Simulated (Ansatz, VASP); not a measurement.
Lu: VASP beside Ansatz

The input INCAR:

```
SYSTEM = Lu
ALGO     = Normal         ! electronic algorithm
EDIFF    = 1E-7           ! SCF threshold, eV
ENCUT    = 520            ! plane-wave cutoff, eV
GGA      = PE             ! functional
ISIF     = 2              ! what is computed and relaxed
ISMEAR   = -1             ! smearing method
LASPH    = .True.         ! aspherical terms in the spheres
LCHARG   = .True.         ! write CHGCAR
LELF     = .True.         ! ELF
LREAL    = .False.        ! projectors in reciprocal space
LVHAR    = .True.       
LWAVE    = .False.        ! write WAVECAR
NBANDS   = 32             ! bands
NELM     = 100            ! most SCF steps
PREC     = Accurate       ! precision mode
SIGMA    = 0.05           ! smearing width, eV
```

KPOINTS

```
k-points
0
Gamma
  7 7 4
  0 0 0
```

File POSCAR:

```
Lu
1.0
    3.5031000000      0.0000000000      0.0000000000
   -1.7515500000      3.0337735920      0.0000000000
    0.0000000000      0.0000000000      5.6619180000
Lu
2
Direct
    0.6666666667      0.3333333333      0.7500000000
    0.3333333333      0.6666666667      0.2500000000
```

input.yaml

```yaml
crystal:
  lattice:
    - [3.5031, 0.0, 0.0]
    - [-1.75155, 3.033773592, 0.0]
    - [0.0, 0.0, 5.661918]
  atoms:
    - { symbol: Lu, position: [0.6666666667, 0.3333333333, 0.75] }
    - { symbol: Lu, position: [0.3333333333, 0.6666666667, 0.25] }
hamiltonian:
  xc: pbe
  pseudopotentials: { kind: paw }
kpoints:
  mp_grid: { grid: [7, 7, 4] }
  band_path:
    path:
      - [[0.0, 0.0, 0.0], [0.5, 0.0, 0.0], [0.3333333333, 0.3333333333, 0.0], [0.0, 0.0, 0.0], [0.0, 0.0, 0.5], [0.5, 0.0, 0.5], [0.3333333333, 0.3333333333, 0.5], [0.0, 0.0, 0.5]]
      - [[0.5, 0.0, 0.5], [0.5, 0.0, 0.0]]
      - [[0.3333333333, 0.3333333333, 0.0], [0.3333333333, 0.3333333333, 0.5]]
    npoints: 14
scf:
  occupations: { method: fermi_dirac, width: 0.05 }
  n_extra_bands: 6
output:
  forces: true
  stress: true
  eigenvalues: true
  fatbands: false
```

Alike in both runs: functional PBE; k mesh 7 × 7 × 4; occupations fermi-dirac, width 0.05 eV; no spin polarisation.

```csv
,VASP,Ansatz
version,VASP 6.6.1,Ansatz 0.2.0
potentials or method,"VASP PAW PBE potentials, release 64 (Lu)",Ansatz PAW
plane-wave cutoff (eV),520,420
valence electrons in the cell,50,50
task,single point,band structure
```

|  | VASP | Ansatz | Ansatz less VASP |
| --- | --- | --- | --- |
| gap on the k mesh at the Fermi level (eV) | none | none | - |
| pressure (GPa) | -1.4 | -1.5 | -0.12 |
| traceless stress, the component that is largest in VASP (GPa) | -1.89 | -1.89 | +0.002 |

A gap of «none» marks a metal or a gap that the smearing closes. With one functional, cell and mesh, what is left measures potentials, basis and numerics.

Spin-orbit coupling is off throughout.
